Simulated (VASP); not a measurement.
# Ba2SrN2 (P-3m1) in VASP: notebook, part 2 of 2

VASP 6.6.1. Earlier steps stand in the parts before.

### 3 Single point, PBE+D4

This run uses another cell than the first one, of 26.14 Å³/atom, 1.028 times its volume.

INCAR

```
PREC     = Accurate       # precision mode
ENCUT    = 520            # plane-wave cutoff, eV
EDIFF    = 1E-7           # SCF threshold, eV
ISMEAR   = -1             # smearing method
SIGMA    = 0.05           # smearing width, eV
LREAL    = False          # projectors in reciprocal space
LASPH    = True           # aspherical terms in the spheres
NELM     = 60             # most SCF steps
ALGO     = Normal         # electronic algorithm
ISIF     = 2              # what is computed and relaxed
LWAVE    = False          # write WAVECAR
LCHARG   = False          # write CHGCAR
GGA      = PE             # functional
IVDW     = 13             # dispersion correction
NBANDS   = 28             # bands
```

KPOINTS

```
Automatic mesh
0
Gamma
  6 6 2
```

POSCAR

```
Ba2SrN2
1.0
    3.8297452656      0.0000000000      0.0000000000
   -1.9148726328      3.3166567530      0.0000000000
    0.0000000000      0.0000000000     10.2897574136
Ba Sr N
2 1 2
Direct
    0.6666666667      0.3333333333      0.2154780000
    0.3333333333      0.6666666667      0.7845220000
    0.0000000000      0.0000000000      0.5000000000
    0.6666666667      0.3333333333      0.6607440000
    0.3333333333      0.6666666667      0.3392560000
```

Potentials or basis: VASP PAW PBE potentials, release 64 (Ba_sv, Sr_sv, N).

Launch:

```
$ cat potpaw_PBE.64/Ba_sv/POTCAR potpaw_PBE.64/Sr_sv/POTCAR potpaw_PBE.64/N/POTCAR > POTCAR
$ mpirun -np 1 vasp_std > vasp.out
```

OUTCAR:

```text
PREC = Accurate
   ENCUT = 520
   EDIFF = 1E-7
   ISMEAR = -1
   LREAL = False
   LASPH = True
   NELM = 60
   ISIF = 2
   GGA = PE
   IVDW = 13

 ion  position               nearest neighbor table
   1  0.667  0.333  0.215-   5 2.55   5 2.55   5 2.55   3 3.67   3 3.67   3 3.67
   2  0.333  0.667  0.785-   4 2.55   4 2.55   4 2.55   3 3.67   3 3.67   3 3.67
   3  0.000  0.000  0.500-   4 2.76   5 2.76   4 2.76   5 2.76   4 2.76   5 2.76   1 3.67   2 3.67
                             2 3.67   1 3.67   1 3.67   2 3.67
   4  0.667  0.333  0.661-   2 2.55   2 2.55   2 2.55   3 2.76   3 2.76   3 2.76
   5  0.333  0.667  0.339-   1 2.55   1 2.55   1 2.55   3 2.76   3 2.76   3 2.76
[... 629 lines left out ...]
  -------------------------------------------------------------------------------------
  Total       2.33029     2.33029     2.19790    -0.00000     0.00000    -0.00000
  in kB      28.56567    28.56567    26.94283    -0.00000     0.00000    -0.00000
  external pressure =       28.02 kB  Pullay stress =        0.00 kB

 VOLUME and BASIS-vectors are now :
 -----------------------------------------------------------------------------
  energy-cutoff  :      520.00
  volume of cell :      130.70
      direct lattice vectors                 reciprocal lattice vectors
     3.829745266  0.000000000  0.000000000     0.261113973  0.150754219  0.000000000
    -1.914872633  3.316656753  0.000000000     0.000000000  0.301508439  0.000000000
     0.000000000  0.000000000 10.289757414     0.000000000  0.000000000  0.097184021

 POSITION                                       TOTAL-FORCE (eV/Angst)
 -----------------------------------------------------------------------------------
      1.91487      1.10555      2.21722         0.000000     -0.000000     -0.601211
     -0.00000      2.21110      8.07254        -0.000000     -0.000000      0.601211
      0.00000      0.00000      5.14488        -0.000000     -0.000000      0.000000
      1.91487      1.10555      6.79890        -0.000000      0.000000     -0.271882
     -0.00000      2.21110      3.49086         0.000000     -0.000000      0.271882
 -----------------------------------------------------------------------------------
    total drift:                                0.000000      0.000000      0.000000

  FREE ENERGIE OF THE ION-ELECTRON SYSTEM (eV)
  ---------------------------------------------------
  free  energy   TOTEN  =       -25.0287696254 eV

  energy  without entropy=      -25.0156072509  energy(sigma->0) =      -25.02218844
```

OSZICAR:

```text
N       E                     dE             d eps       ncg     rms          rms(c)
DAV:   1     0.279076693941E+03    0.27908E+03   -0.19094E+04   784   0.128E+03
DAV:   2    -0.151271977045E+02   -0.29420E+03   -0.28424E+03  1160   0.276E+02
DAV:   3    -0.343642794140E+02   -0.19237E+02   -0.19147E+02   960   0.725E+01
DAV:   4    -0.351440166660E+02   -0.77974E+00   -0.77852E+00  1360   0.114E+01
DAV:   5    -0.351506275433E+02   -0.66109E-02   -0.66094E-02   996   0.111E+00    0.216E+01
DAV:   6    -0.251552998567E+02    0.99953E+01   -0.67171E+01   928   0.360E+01    0.261E+01
DAV:   7    -0.246278452185E+02    0.52745E+00   -0.67966E+00   940   0.128E+01    0.158E+01
DAV:   8    -0.240763216837E+02    0.55152E+00   -0.29712E+00   920   0.687E+00    0.245E+00
DAV:   9    -0.240762492544E+02    0.72429E-04   -0.82946E-02  1052   0.145E+00    0.179E+00
DAV:  10    -0.240726291843E+02    0.36201E-02   -0.48539E-02   940   0.107E+00    0.502E-01
DAV:  11    -0.240722905634E+02    0.33862E-03   -0.15716E-02  1076   0.501E-01    0.273E-01
DAV:  12    -0.240730050025E+02   -0.71444E-03   -0.59529E-03   944   0.280E-01    0.198E-01
DAV:  13    -0.240724030415E+02    0.60196E-03   -0.23222E-03  1044   0.212E-01    0.429E-02
DAV:  14    -0.240723864619E+02    0.16580E-04   -0.25125E-04  1016   0.653E-02    0.322E-02
DAV:  15    -0.240723873825E+02   -0.92062E-06   -0.20105E-05   948   0.213E-02    0.192E-02
DAV:  16    -0.240723828326E+02    0.45499E-05   -0.26807E-05   992   0.198E-02    0.698E-03
DAV:  17    -0.240723830388E+02   -0.20621E-06   -0.47095E-06  1016   0.108E-02    0.401E-03
DAV:  18    -0.240723829521E+02    0.86732E-07   -0.32724E-07   948   0.277E-03
   1 F= -.25028770E+02 E0= -.25022188E+02  d E =-.131624E-01
```

stdout:

```text
POSCAR found type information on POSCAR BaSrN
 POSCAR found :  3 types and       5 ions
 scaLAPACK will be used
 LDA part: xc-table for (Slater+PW92), standard interpolation
 POSCAR, INCAR and KPOINTS ok, starting setup
 FFT: planning ... GRIDC
 FFT: planning ... GRID_SOFT
 FFT: planning ... GRID
 WAVECAR not read
 entering main loop
```

It took 55 s on 1 thread of Intel Xeon Platinum 8375C at 2.90GHz (Ice Lake), shared host; peak memory 0.26 GiB.

What came out:

```yaml
Free_energy: -25.0288 eV
Pressure: 2.8 GPa
Largest_force: 0.601 eV/Å
Band_gap_on_the_k_mesh: zero (band 20 reaches 2.11 eV, above the bottom of band 21 at 1.76 eV)
Dispersion_energy_per_atom: -0.191 eV
```

Forces on the atoms (eV/Å):
```
Ba   0.000  0.000 -0.601
Ba   0.000  0.000  0.601
Sr   0.000  0.000  0.000
N    0.000  0.000 -0.272
N    0.000  0.000  0.272
```

Levels at points of the mesh, in eV from the Fermi level:
```csv
k point,band 18,band 19,band 20,band 21,band 22,band 23
"(0.00, 0.00, 0.00)",-0.87,-0.47,-0.47,-0.45,3.28,3.41
"(0.50, 0.00, 0.00)",-0.43,-0.23,-0.13,1.21,2.26,2.44
"(0.00, 0.00, 0.50)",-0.87,-0.46,-0.46,-0.14,2.43,3.95
"(0.50, 0.00, 0.50)",-0.43,-0.18,-0.10,1.43,1.98,2.50
```

Caveat: spin-orbit coupling is left out, which moves the levels of the heavy elements; pairwise dispersion overbinds metals, which lowers pressure and volume.

### 4 Single point, PBE+D4

This run uses another cell than the first one, of 26.85 Å³/atom, 1.056 times its volume.

INCAR

```
SYSTEM = Ba2SrN2
ALGO     = Normal         ! electronic algorithm
EDIFF    = 1E-6           ! SCF threshold, eV
ENCUT    = 520            ! plane-wave cutoff, eV
GGA      = PE             ! functional
ISIF     = 2              ! what is computed and relaxed
ISMEAR   = -1             ! smearing method
IVDW     = 13             ! dispersion correction
LASPH    = .True.         ! aspherical terms in the spheres
LCHARG   = .False.        ! write CHGCAR
LREAL    = .False.        ! projectors in reciprocal space
LWAVE    = .False.        ! write WAVECAR
NBANDS   = 28             ! bands
NELM     = 100            ! most SCF steps
PREC     = Accurate       ! precision mode
SIGMA    = 0.05           ! smearing width, eV
```

KPOINTS

```
k-points
0
Gamma
  6 6 2
  0 0 0
```

Edit POSCAR of step 3 so:

```diff
@@ -2,5 +2,5 @@
 1.0
-    3.8297452656      0.0000000000      0.0000000000
-   -1.9148726328      3.3166567530      0.0000000000
-    0.0000000000      0.0000000000     10.2897574136
+    3.8639412292      0.0000000000      0.0000000000
+   -1.9319706146      3.3462713267      0.0000000000
+    0.0000000000      0.0000000000     10.3816351091
 Ba Sr N
```

Launch:

```
$ cat potpaw_PBE.64/Ba_sv/POTCAR potpaw_PBE.64/Sr_sv/POTCAR potpaw_PBE.64/N/POTCAR > POTCAR
$ mpirun -np 1 vasp_std > vasp.out
```

Run time: 58 s. Hardware: 1 thread of Intel Xeon Platinum 8375C at 2.90GHz (Ice Lake), shared host; peak memory 0.28 GiB.

It converged, with:

```yaml
Free_energy: -25.0747 eV
Pressure: 1.3 GPa
Largest_force: 0.358 eV/Å
Band_gap_on_the_k_mesh: zero (band 20 reaches 1.99 eV, above the bottom of band 21 at 1.66 eV)
Dispersion_energy_per_atom: -0.186 eV
```

Forces in eV/Å, atoms in the order of the input:
```
Ba   0.000  0.000 -0.358
Ba   0.000  0.000  0.358
Sr   0.000  0.000  0.000
N    0.000  0.000 -0.175
N    0.000  0.000  0.175
```

Levels at points of the mesh, in eV from the Fermi level:
```csv
k point,band 17,band 18,band 19,band 20,band 21,band 22,band 23,band 24
"(0.00, 0.00, 0.00)",-0.81,-0.81,-0.49,-0.43,-0.43,3.18,3.33,4.30
"(0.50, 0.00, 0.00)",-0.48,-0.40,-0.24,-0.12,1.20,2.21,2.36,3.67
"(0.00, 0.00, 0.50)",-0.82,-0.82,-0.42,-0.42,-0.15,2.33,3.89,4.41
"(0.50, 0.00, 0.50)",-0.51,-0.40,-0.19,-0.09,1.38,1.98,2.44,3.26
```

Caveat: spin-orbit coupling is left out, which moves the levels of the heavy elements; pairwise dispersion overbinds metals, which lowers pressure and volume.

### 5 Overview

```csv
cell,gap on the mesh (eV),pressure (GPa),largest force (eV/Å)
"a = 3.795, b = 3.795, c = 10.196 Å, angles 90.0, 90.0, 120.0°, 5 atoms",none,4.5,0.87
"a = 3.830, b = 3.830, c = 10.290 Å, angles 90.0, 90.0, 120.0°, 5 atoms",none,2.8,0.60
"a = 3.864, b = 3.864, c = 10.382 Å, angles 90.0, 90.0, 120.0°, 5 atoms",none,1.3,0.36
```

Alike in all rows: task single point; level PBE+D4; potentials or basis VASP PAW PBE potentials, release 64 (Ba_sv, Sr_sv, N); no spin polarisation; k mesh 6 × 6 × 2; cutoff (eV) 520; smearing fermi-dirac 0.05 eV.

Caveats: spin-orbit coupling is left out, which moves the levels of the heavy elements; pairwise dispersion overbinds metals, which lowers pressure and volume.

Total energies depend on the potentials used, so only differences within one code and one set of settings carry meaning.
